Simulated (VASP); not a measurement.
Here is a VASP 6.6.1 calculation.

The input POSCAR:

```
BaTiO3
1.0
    3.9154147499      0.0000000000      0.0000000000
    0.0000000000      3.9154147499      0.0000000000
    0.0000000000      0.0000000000      3.9154147499
Ba Ti O
1 1 3
Direct
    0.5000000000      0.5000000000      0.5000000000
    0.0000000000      0.0000000000      0.0000000000
    0.5000000000      0.0000000000      0.0000000000
    0.0000000000      0.5000000000      0.0000000000
    0.0000000000      0.0000000000      0.5000000000
```

INCAR.step1

```
SYSTEM = BaTiO3
ALGO     = Normal         ! electronic algorithm
EDIFF    = 1E-4           ! SCF threshold, eV
ENCUT    = 600            ! plane-wave cutoff, eV
GGA      = PE             ! functional
ISMEAR   = 0              ! smearing method
LASPH    = .TRUE.         ! aspherical terms in the spheres
LCHARG   = .FALSE.        ! write CHGCAR
LREAL    = .FALSE.        ! projectors in reciprocal space
LWAVE    = .TRUE.         ! write WAVECAR
NELM     = 80             ! most SCF steps
PREC     = Accurate       ! precision mode
SIGMA    = 0.02           ! smearing width, eV
```

The input INCAR.step2:

```
SYSTEM = BaTiO3
ALGO     = Normal         ! electronic algorithm
EDIFF    = 1E-7           ! SCF threshold, eV
EDIFFG   = -0.008         ! ionic threshold
ENCUT    = 600            ! plane-wave cutoff, eV
IBRION   = 2              ! ionic algorithm
ISIF     = 3              ! what is computed and relaxed
ISMEAR   = 0              ! smearing method
ISTART   = 1            
LASPH    = .TRUE.         ! aspherical terms in the spheres
LCHARG   = .FALSE.        ! write CHGCAR
LMIXTAU  = .TRUE.       
LREAL    = .FALSE.        ! projectors in reciprocal space
LWAVE    = .FALSE.        ! write WAVECAR
METAGGA  = R2SCAN         ! meta-GGA
NELM     = 80             ! most SCF steps
NSW      = 70             ! ionic steps
PREC     = Accurate       ! precision mode
PSTRESS  = 120.0        
SIGMA    = 0.02           ! smearing width, eV
```

KPOINTS

```
k-points
0
G
  8 8 8
  0 0 0
```

Potentials or basis: VASP PAW PBE potentials, release 64 (Ba_sv, Ti_sv, O).

The run is started by

```bash
$ cat potpaw_PBE.64/Ba_sv/POTCAR potpaw_PBE.64/Ti_sv/POTCAR potpaw_PBE.64/O/POTCAR > POTCAR
$ cp INCAR.step1 INCAR
$ mpirun -np 1 vasp_std > vasp.out
$ cp INCAR.step2 INCAR
$ mpirun -np 1 vasp_std > vasp.out
```

Predict the space group after relaxing (to 0.1 Å).

Pm-3m (No. 221).

Estimate the relaxed cell.

a = 3.930 Å, b = 3.930 Å, c = 3.930 Å, α = 90.00°, β = 90.00°, γ = 90.00°.

Step by step:
```csv
step,energy change (eV),largest force (eV/Å),pressure (GPa),volume (Å³)
1,0.0000,0.0000,14.67,60.03
2,-0.1236,0.0000,8.10,61.78
3,-0.0564,0.0000,12.00,60.70
```

Caveat: the cell is relaxed towards a set pressure, so the run minimises the enthalpy, not the energy; the PAW data sets were made with another functional, which shifts forces and pressure a little.
